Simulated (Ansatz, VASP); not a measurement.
Rh in VASP and in Ansatz

```
Rh
1.0
     0.00000    2.59933    2.59933
     2.59933    0.00000    2.59933
     2.59933    2.59933    0.00000
Rh
2
Cartesian
  -0.7148 -0.5849 -0.5849
  0.7148 0.5849 0.5849
```

Change from the starting cell: shortest bond scaled by 1.1, PAW files.

Alike in both runs: task electric field gradients; functional PBE; k mesh 10 × 10 × 10; occupations fermi-dirac, width 0.05 eV; no spin polarisation.

|  | VASP | Ansatz |
| --- | --- | --- |
| version | VASP 6.6.1 | Ansatz 0.2.0 |
| potentials or method | VASP PAW PBE potentials, release 64 (Rh_sv_GW) | PAW with Ansatz's default frozen-core files, scalar-relativistic |
| plane-wave cutoff (eV) | 460 | 420 |
| valence electrons in the cell | 34 | 34 |

|  | VASP | Ansatz | Ansatz less VASP |
| --- | --- | --- | --- |
| rms of the force components (eV/Å) | 2.294 | 2.293 | -0.0007 |
| size of Vzz on the site where it differs most (V/Å²) | 39.5 | 50.2 | +10.74 |

Atom by atom the forces differ by 0.001 eV/Å (rms over components).
